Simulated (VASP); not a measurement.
# Pt (P6_3/mmc) in VASP: a series of runs, part 2 of 3

VASP 6.6.1. Earlier steps stand in the parts before.

### Step 3. Single point, PBEsol (engineering shear strain xy +0.0000, normal strain along z -0.0733)

INCAR reads:

```
SYSTEM = Pt
PREC = Accurate
ENCUT = 520
EDIFF = 1E-7
ISMEAR = 0
SIGMA = 0.15
LREAL = .False.
LASPH = .True.
NELM = 80
ALGO = Normal
ISIF = 2
LWAVE = .False.
LCHARG = .False.
GGA = PS
NBANDS = 17
```

KPOINTS reads:

```
Automatic mesh
0
Gamma
  18 18 10
  0 0 0
```

POSCAR reads:

```
Pt
1.0
    2.7251897179      0.0000000000      0.0000000000
   -1.3625948590      2.3600835258      0.0000000000
    0.0000000000      0.0000000000      4.3619045747
Pt
2
Direct
    0.6666666667      0.3333333333      0.7500000000
    0.3333333333      0.6666666667      0.2500000000
```

Potentials or basis: VASP PAW PBE potentials, release 64 (Pt).

Launch:

```bash
> cat potpaw_PBE.64/Pt/POTCAR > POTCAR
> mpirun -np 1 vasp_std > vasp.out
```

OUTCAR:

```text
SYSTEM = Pt
   PREC = Accurate
   ENCUT = 520
   EDIFF = 1E-7
   ISMEAR = 0
   LREAL = .False.
   LASPH = .True.
   NELM = 80
   ISIF = 2
   GGA = PS

 ion  position               nearest neighbor table
   1  0.667  0.333  0.750-   2 2.69   2 2.69   2 2.69   2 2.69   2 2.69   2 2.69
   2  0.333  0.667  0.250-   1 2.69   1 2.69   1 2.69   1 2.69   1 2.69   1 2.69

  LATTYP: Found a hexagonal cell.
 ALAT       =     2.7251897179
 C/A-ratio  =     1.6005874916

  Lattice vectors:

 A1 = (   2.7251897179,   0.0000000000,   0.0000000000)
 A2 = (  -1.3625948590,   2.3600835258,   0.0000000000)
 A3 = (   0.0000000000,   0.0000000000,   4.3619045747)

Analysis of symmetry for initial positions (statically):
=====================================================================
 Subroutine PRICEL returns:
 Original cell was already a primitive cell.

 Routine SETGRP: Setting up the symmetry group for a
 hexagonal supercell.

 Subroutine GETGRP returns: Found 24 space group operations
 (whereof 12 operations were pure point group operations)
 out of a pool of 24 trial point group operations.

The static configuration has the point symmetry D_3d.
 The point group associated with its full space group is D_6h.

Analysis of symmetry for dynamics (positions and initial velocities):
=====================================================================
 Subroutine PRICEL returns:
 Original cell was already a primitive cell.

 Routine SETGRP: Setting up the symmetry group for a
 hexagonal supercell.

 Subroutine GETGRP returns: Found 24 space group operations
 (whereof 12 operations were pure point group operations)
 out of a pool of 24 trial point group operations.

The dynamic configuration has the point symmetry D_3d.
 The point group associated with its full space group is D_6h.

 Subroutine INISYM returns: Found 24 space group operations
 (whereof 12 operations are pure point group operations),
 and found     1 'primitive' translations

----------------------------------------------------------------------------------------

                                     Primitive cell

  volume of cell :      28.0544

  direct lattice vectors                    reciprocal lattice vectors
     2.725189718  0.000000000  0.000000000     0.366946930  0.211856909  0.000000000
    -1.362594859  2.360083526  0.000000000     0.000000000  0.423713817  0.000000000
     0.000000000  0.000000000  4.361904575     0.000000000  0.000000000  0.229257652

  length of vectors
     2.725189718  2.725189718  4.361904575     0.423713817  0.423713817  0.229257652

  position of ions in fractional coordinates (direct lattice)
     0.666666667  0.333333333  0.750000000
     0.333333333  0.666666667  0.250000000

  ion indices of the primitive-cell ions
   primitive index   ion index
                 1           1
                 2           2

----------------------------------------------------------------------------------------

 KPOINTS: Automatic mesh

Automatic generation of k-mesh.
 Grid dimensions read from file:
 generate k-points for:   18   18   10

 Generating k-lattice:

  Cartesian coordinates                     Fractional coordinates (reciprocal lattice)
     0.020385941  0.011769828  0.000000000     0.055555556  0.000000000  0.000000000
     0.000000000  0.023539657  0.000000000     0.000000000  0.055555556  0.000000000
     0.000000000  0.000000000  0.022925765     0.000000000  0.000000000  0.100000000

  Length of vectors
     0.023539657  0.023539657  0.022925765

  Shift w.r.t. Gamma in fractional coordinates (k-lattice)
     0.000000000  0.000000000  0.000000000

 Subroutine IBZKPT returns following result:
 ===========================================

 Found    222 irreducible k-points:

 Following reciprocal coordinates:
            Coordinates               Weight
  0.000000  0.000000  0.000000      1.000000
  0.055556  0.000000  0.000000      6.000000
  0.111111  0.000000  0.000000      6.000000
  0.166667 -0.000000  0.000000      6.000000
  0.222222  0.000000  0.000000      6.000000
  0.277778 -0.000000  0.000000      6.000000
[... 16 lines left out ...]
  0.333333  0.111111  0.000000     12.000000
  0.388889  0.111111  0.000000     12.000000
 [... further k-points ...]
   k-points           NKPTS =    222   k-points in BZ     NKDIM =    222   number of bands    NBANDS=     17
   number of dos      NEDOS =    301   number of ions     NIONS =      2
   total plane-waves  NPLWV =  12800
   dimension x,y,z NGX =    20 NGY =   20 NGZ =   32
   dimension x,y,z NGXF=    40 NGYF=   40 NGZF=   64
   ions per type =               2
   NGX,Y,Z   is equivalent  to a cutoff of  12.20, 12.20, 12.20 a.u.
   NGXF,Y,Z  is equivalent  to a cutoff of  24.40, 24.40, 24.39 a.u.
 SYSTEM =  Pt
   PREC   = accura    normal or accurate (medium, high low for compatibility)
   ISTART =      0    job   : 0-new  1-cont  2-samecut
   ICHARG =      2    charge: 1-file 2-atom 10-const
   ISPIN  =      1    spin polarized calculation?
   LNONCOLLINEAR =      F non collinear calculations
   LSORBIT =      F    spin-orbit coupling
   LASPH  =      T    aspherical Exc in radial PAW
   ENCUT  =  520.0 eV  38.22 Ry    6.18 a.u.   5.07  5.07  8.11*2*pi/ulx,y,z
   NELM   =     80;   NELMIN=  2; NELMDL= -5     # of ELM steps
   EDIFF  = 0.1E-06   stopping-criterion for ELM
   LREAL  =      F    real-space projection
   EDIFFG = 0.1E-05   stopping-criterion for IOM
   NSW    =      0    number of steps for IOM
   IBRION =     -1    ionic relax: 0-MD 1-quasi-New 2-CG
   NFREE  =      0    steps in history (QN), initial steepest desc. (CG)
   ISIF   =      2    stress and relaxation
   ISYM   =      2    0-nonsym 1-usesym 2-fastsym
   POTIM  = 0.5000    time-step for ionic-motion
   TEBEG  =    0.0;   TEEND  =   0.0 temperature during run
   PSTRESS=    0.0 pullay stress
   NELECT =      20.0000    total number of electrons
   NUPDOWN=      -1.0000    fix difference up-down
   EMIN   =  10.00;   EMAX   =-10.00  energy-range for DOS
   EFERMI =   0.00;   METHOD = LEGACY
   ISMEAR =     0;   SIGMA  =   0.15  broadening in eV -4-tet -1-fermi 0-gaus
   EFERMI_NEDOS =   21; number of points for ismear=-14 and -15
   IALGO  =     38    algorithm
   IMIX   =      4    mixing-type and parameters
     AMIX     =   0.40;   BMIX     =  1.00
     AMIX_MAG =   1.60;   BMIX_MAG =  1.00
  volume/ion in A,a.u.               =      14.03        94.66
  Fermi-wavevector in a.u.,A,eV,Ry     =   1.462462  2.763653 29.100094  2.138797
  Thomas-Fermi vector in A             =   2.578673
   LORBIT       =      0    0 simple, 1 ext, 2 COOP (PROOUT), +10 PAW based schemes
   GGA     = PS    functional components
   LHFCALC =     F    Hartree Fock is set to
   AEXX    =    0.0000 exact exchange contribution
   IVDW    =     0    specifies the selected vdW correction
   LEPSILON=     F    determine dielectric tensor
   LRPA    =     F    only Hartree local field effects (RPA)
 non-spin polarized calculation
 Gauss-broadening in eV      SIGMA  =   0.15
  energy-cutoff  :      520.00
  volume of cell :       28.05
 maximum number of plane-waves:       780
   NGX = 11   NGY = 11   NGZ = 17

 number of electron      19.9999997 magnetization

 Free energy of the ion-electron system (eV)
  ---------------------------------------------------
  ext. energy  EPLUGINS =         0.00000000
  ---------------------------------------------------
  free energy    TOTEN  =       -13.59466475 eV

  energy without entropy =      -13.54972082  energy(sigma->0) =      -13.57219279

 E-fermi :  12.5589     XC(G=0): -14.0580

 val. band max:       12.5580259259   @ k =   0.3333  -0.0000   0.2000
 cond. band min:      12.5607419659   @ k =   0.3333   0.2222   0.1000
 fundamental gap:      0.0027160400
 Fermi energy:        12.5589442891

 k-point     1 :       0.0000    0.0000    0.0000
  band No.  band energies     occupation
      1       1.4063      2.00000
      2       4.4282      2.00000
      3       8.4162      2.00000
      4       8.4162      2.00000
      5       8.4497      2.00000
      6       9.0375      2.00000
[... 9 lines left out ...]
     16      30.0882      0.00000
     17      33.7005      0.00000

 k-point     2 :       0.0556    0.0000    0.0000
  band No.  band energies     occupation
      1       1.5233      2.00000
      2       4.5283      2.00000
      3       8.1509      2.00000
      4       8.5091      2.00000
      5       8.6932      2.00000
      6       8.9806      2.00000
[... 9 lines left out ...]
     16      30.2581      0.00000
     17      33.0055      0.00000
[... 421 lines left out ...]
 k-point    24 :       0.3889    0.1111    0.0000
  band No.  band energies     occupation
      1       5.3165      2.00000
      2       5.3938      2.00000
      3       5.7329      2.00000
      4       8.0143      2.00000
      5       8.3252      2.00000
      6       8.7715      2.00000
[... 9 lines left out ...]
     16      25.5317      0.00000
     17      26.8661      0.00000

 [... further k-points ...]
[... 5 lines left out ...]
  --------------------------------------------------------------------------------------
  -------------------------------------------------------------------------------------
  Total        3.7539832      3.7539832      6.2688838     -0.0000000     -0.0000000      0.0000000
  in kB      214.3890652    214.3890652    358.0144253     -0.0000000     -0.0000000      0.0000000
  external PRESSURE =     262.2641852 kB  Pullay stress =       0.0000000 kB

 VOLUME and BASIS-vectors are now :
 -----------------------------------------------------------------------------
  energy-cutoff  :      520.00
  volume of cell :       28.05
      direct lattice vectors                 reciprocal lattice vectors
     2.725189718  0.000000000  0.000000000     0.366946930  0.211856909  0.000000000
    -1.362594859  2.360083526  0.000000000     0.000000000  0.423713817  0.000000000
     0.000000000  0.000000000  4.361904575     0.000000000  0.000000000  0.229257652

 POSITION                                       TOTAL-FORCE (eV/Angst)
 -----------------------------------------------------------------------------------
      1.36259      0.78669      3.27143         0.000000     -0.000000      0.000000
     -0.00000      1.57339      1.09048         0.000000      0.000000      0.000000
 -----------------------------------------------------------------------------------
    total drift:                               -0.000000      0.000000     -0.000000

  FREE ENERGIE OF THE ION-ELECTRON SYSTEM (eV)
  ---------------------------------------------------
  free  energy   TOTEN  =       -13.5946647496 eV

  energy  without entropy=      -13.5497208242  energy(sigma->0) =      -13.57219279
```

OSZICAR:

```text
N       E                     dE             d eps       ncg     rms          rms(c)
DAV:   1     0.104694103344E+03    0.10469E+03   -0.10640E+04  7548   0.115E+03
DAV:   2    -0.124772818398E+02   -0.11717E+03   -0.11167E+03  8180   0.254E+02
DAV:   3    -0.144225498769E+02   -0.19453E+01   -0.19211E+01  9236   0.326E+01
DAV:   4    -0.144322185608E+02   -0.96687E-02   -0.96672E-02  9054   0.240E+00
DAV:   5    -0.144323041826E+02   -0.85622E-04   -0.85621E-04  9178   0.232E-01    0.240E+01
DAV:   6    -0.137130928427E+02    0.71921E+00   -0.97108E-01  7881   0.897E+00    0.125E+01
DAV:   7    -0.136058133558E+02    0.10728E+00   -0.28022E-01  8783   0.479E+00    0.294E+00
DAV:   8    -0.135951833907E+02    0.10630E-01   -0.35883E-02  8329   0.164E+00    0.937E-01
DAV:   9    -0.135946517444E+02    0.53165E-03   -0.58855E-04  8772   0.214E-01    0.223E-02
DAV:  10    -0.135946632606E+02   -0.11516E-04   -0.95892E-06  9496   0.197E-02    0.964E-03
DAV:  11    -0.135946647391E+02   -0.14785E-05   -0.71020E-07  8983   0.668E-03    0.144E-03
DAV:  12    -0.135946647496E+02   -0.10546E-07   -0.10489E-08  4810   0.759E-04
   1 F= -.13594665E+02 E0= -.13572193E+02  d E =-.449439E-01
```

Run time: 77 s. Hardware: 1 thread of Intel Xeon Platinum 8259CL at 2.50GHz (Skylake/Cascade Lake), shared host; peak memory 0.2 GiB.

What came out:

- Free energy: -13.5947 eV
- Pressure: 26.2 GPa
- Band gap on the k mesh: zero (bands 10 and 11 overlap by 1.42 eV)

Caveat: the cell differs from its parent crystal (engineering shear strain xy +0.0000, normal strain along z -0.0733); the stress differs along the axes, from 21 to 36 GPa; the PAW data sets were made with another functional, which shifts forces and pressure a little; spin-orbit coupling is left out, which moves the levels of the heavy elements.

### Step 4. Single point, PBEsol (engineering shear strain xy +0.0000, normal strain along z -0.0367)

INCAR reads:

```
SYSTEM = Pt
  ALGO = Fast
  EDIFF = 1E-6
  ENCUT = 520
  GGA = PS
  ISIF = 2
  ISMEAR = 0
  LASPH = .True.
  LCHARG = .True.
  LELF = .True.
  LREAL = .False.
  LVHAR = .True.
  LWAVE = .False.
  NBANDS = 17
  NELM = 60
  PREC = Accurate
  SIGMA = 0.15
```

KPOINTS reads:

```
k-points
0
Gamma
  18 18 10
  0 0 0
```

Changes to POSCAR since step 3:

```diff
@@ -4,3 +4,3 @@
    -1.3625948590      2.3600835258      0.0000000000
-    0.0000000000      0.0000000000      4.3619045747
+    0.0000000000      0.0000000000      4.5341779182
 Pt
```

Launch:

```bash
> cat potpaw_PBE.64/Pt/POTCAR > POTCAR
> mpirun -np 1 vasp_std > vasp.out
```

Wall time 1.7 min (1 thread of Intel Xeon Platinum 8259CL at 2.50GHz (Skylake/Cascade Lake), shared host); peak memory 0.21 GiB.

It converged, with:

```
Free energy            : -13.7706 eV
Pressure               : 11.0 GPa
Band gap on the k mesh : zero (bands 10 and 11 overlap by 1.39 eV)
```

Stress tensor (GPa, compression positive):
```
 8.70  0.00  0.00
 0.00  8.70  0.00
 0.00  0.00 15.48
```

Levels at points of the mesh, in eV from the Fermi level:
| k point | band 8 | band 9 | band 10 | band 11 | band 12 | band 13 |
| --- | --- | --- | --- | --- | --- | --- |
| (0.00, 0.00, 0.00) | -2.39 | -2.39 | -0.83 | -0.29 | -0.29 | 5.74 |
| (0.50, 0.00, 0.00) | 0.13 | 0.16 | 0.43 | 2.31 | 3.82 | 7.70 |
| (0.00, 0.00, 0.50) | -3.94 | -0.96 | -0.96 | -0.96 | -0.96 | 13.21 |
| (0.50, 0.00, 0.50) | -1.11 | 0.30 | 0.30 | 1.63 | 1.63 | 6.85 |

Caveat: the cell differs from its parent crystal (engineering shear strain xy +0.0000, normal strain along z -0.0367); the stress differs along the axes, from 9 to 15 GPa; the PAW data sets were made with another functional, which shifts forces and pressure a little; spin-orbit coupling is left out, which moves the levels of the heavy elements.

### Step 5. Single point, PBEsol (engineering shear strain xy +0.0000, normal strain along z +0.0367)

INCAR reads:

```
SYSTEM = Pt
  PREC = Accurate
  ENCUT = 520
  EDIFF = 1E-7
  ISMEAR = 0
  SIGMA = 0.15
  LREAL = .FALSE.
  LASPH = .TRUE.
  NELM = 80
  ALGO = Normal
  ISIF = 2
  LWAVE = .FALSE.
  LCHARG = .FALSE.
  GGA = PS
  NBANDS = 17
```

KPOINTS reads:

```
regular mesh
0
G
  18 18 10
  0 0 0
```

Changes to POSCAR since step 4:

```diff
@@ -4,3 +4,3 @@
    -1.3625948590      2.3600835258      0.0000000000
-    0.0000000000      0.0000000000      4.5341779182
+    0.0000000000      0.0000000000      4.8796659896
 Pt
```

Potentials or basis: VASP PAW PBE potentials, release 64 (Pt).

Launch:

```bash
> cat potpaw_PBE.64/Pt/POTCAR > POTCAR
> mpirun -np 1 vasp_std > vasp.out
```

OUTCAR:

```text
SYSTEM = Pt
   PREC = Accurate
   ENCUT = 520
   EDIFF = 1E-7
   ISMEAR = 0
   LREAL = .FALSE.
   LASPH = .TRUE.
   NELM = 80
   ISIF = 2
   GGA = PS

 ion  position               nearest neighbor table
   1  0.667  0.333  0.750-   2 2.90   2 2.90   2 2.90   2 2.90   2 2.90   2 2.90
   2  0.333  0.667  0.250-   1 2.90   1 2.90   1 2.90   1 2.90   1 2.90   1 2.90

  LATTYP: Found a hexagonal cell.
 ALAT       =     2.7251897179
 C/A-ratio  =     1.7905784531

  Lattice vectors:

 A1 = (   2.7251897179,   0.0000000000,   0.0000000000)
 A2 = (  -1.3625948590,   2.3600835258,   0.0000000000)
[... 651 lines left out ...]
      5       7.0420      2.00000
      6       7.2466      2.00000
[... 9 lines left out ...]
     16      22.7328      0.00000
     17      24.0462      0.00000

 [... further k-points ...]
[... 5 lines left out ...]
  --------------------------------------------------------------------------------------
  -------------------------------------------------------------------------------------
  Total       -1.2143998     -1.2143998     -2.4973263      0.0000000     -0.0000000      0.0000000
  in kB      -61.9952003    -61.9952003   -127.4886933      0.0000000     -0.0000000      0.0000000
  external PRESSURE =     -83.8263646 kB  Pullay stress =       0.0000000 kB

 VOLUME and BASIS-vectors are now :
 -----------------------------------------------------------------------------
  energy-cutoff  :      520.00
  volume of cell :       31.38
      direct lattice vectors                 reciprocal lattice vectors
     2.725189718  0.000000000  0.000000000     0.366946930  0.211856909  0.000000000
    -1.362594859  2.360083526  0.000000000     0.000000000  0.423713817  0.000000000
     0.000000000  0.000000000  4.879665990     0.000000000  0.000000000  0.204932059

 POSITION                                       TOTAL-FORCE (eV/Angst)
 -----------------------------------------------------------------------------------
      1.36259      0.78669      3.65975         0.000000      0.000000      0.000000
     -0.00000      1.57339      1.21992        -0.000000      0.000000      0.000000
 -----------------------------------------------------------------------------------
    total drift:                               -0.000000      0.000000     -0.000000

  FREE ENERGIE OF THE ION-ELECTRON SYSTEM (eV)
  ---------------------------------------------------
  free  energy   TOTEN  =       -13.7722007778 eV

  energy  without entropy=      -13.7346290875  energy(sigma->0) =      -13.75341493
```

OSZICAR:

```text
N       E                     dE             d eps       ncg     rms          rms(c)
DAV:   1     0.100487294990E+03    0.10049E+03   -0.10478E+04  7564   0.113E+03
DAV:   2    -0.128337870588E+02   -0.11332E+03   -0.10767E+03  8170   0.244E+02
DAV:   3    -0.146897460003E+02   -0.18560E+01   -0.18301E+01  9181   0.310E+01
DAV:   4    -0.146992641028E+02   -0.95181E-02   -0.95161E-02  9088   0.233E+00
DAV:   5    -0.146993581022E+02   -0.93999E-04   -0.93999E-04  9358   0.240E-01    0.170E+01
DAV:   6    -0.138597898172E+02    0.83957E+00   -0.13411E+00  7919   0.102E+01    0.865E+00
DAV:   7    -0.137806621204E+02    0.79128E-01   -0.21266E-01  9073   0.402E+00    0.306E+00
DAV:   8    -0.137727455766E+02    0.79165E-02   -0.22678E-02  8190   0.124E+00    0.897E-01
DAV:   9    -0.137721946184E+02    0.55096E-03   -0.53557E-04  8529   0.198E-01    0.892E-02
DAV:  10    -0.137721990959E+02   -0.44775E-05   -0.11057E-05  9400   0.229E-02    0.705E-03
DAV:  11    -0.137722006812E+02   -0.15853E-05   -0.65367E-07  9050   0.622E-03    0.560E-03
DAV:  12    -0.137722007885E+02   -0.10733E-06   -0.55485E-08  4659   0.210E-03    0.275E-04
DAV:  13    -0.137722007778E+02    0.10669E-07   -0.26252E-09  4054   0.374E-04
   1 F= -.13772201E+02 E0= -.13753415E+02  d E =-.375717E-01
```

stdout:

```text
POSCAR found type information on POSCAR Pt
 POSCAR found :  1 types and       2 ions
 scaLAPACK will be used
 -----------------------------------------------------------------------------
|                                                                             |
|                                                                             |
|     You enforced a specific xc type in the INCAR file but a different       |
|     I HOPE YOU KNOW WHAT YOU ARE DOING!                                     |
|                                                                             |
 -----------------------------------------------------------------------------

 LDA part: xc-table for (Slater+PW92), standard interpolation
 POSCAR, INCAR and KPOINTS ok, starting setup
 FFT: planning ... GRIDC
 FFT: planning ... GRID_SOFT
 FFT: planning ... GRID
 WAVECAR not read
 entering main loop
```

Run time: 80 s. Hardware: 1 thread of Intel Xeon Platinum 8259CL at 2.50GHz (Skylake/Cascade Lake), shared host; peak memory 0.22 GiB.

Results:

| Property | Result |
| --- | --- |
| Free energy | -13.7722 eV |
| Pressure | -8.4 GPa |
| Band gap on the k mesh | zero (bands 10 and 11 overlap by 1.35 eV) |

Levels at points of the mesh, in eV from the Fermi level:
```
           k point  band 6  band 7  band 8  band 9  band 10  band 11  band 12  band 13  band 14  band 15
(0.00, 0.00, 0.00)   -3.16   -3.16   -1.59   -1.59    -1.01    -0.17    -0.17     4.31    15.15    15.27
(0.50, 0.00, 0.00)   -2.92   -2.51   -0.06    0.45     0.62     2.31     3.84     7.22     8.62     9.48
(0.00, 0.00, 0.50)   -3.45   -3.45   -3.45   -0.72    -0.72    -0.72    -0.72    11.26    11.26    15.68
(0.50, 0.00, 0.50)   -1.70   -0.87   -0.87    0.55     0.55     1.67     1.67     6.63     6.63    13.73
```

Caveat: the cell differs from its parent crystal (engineering shear strain xy +0.0000, normal strain along z +0.0367); the stress differs along the axes, from -13 to -6 GPa; the PAW data sets were made with another functional, which shifts forces and pressure a little; spin-orbit coupling is left out, which moves the levels of the heavy elements.

(Continued in part 3 of 3.)
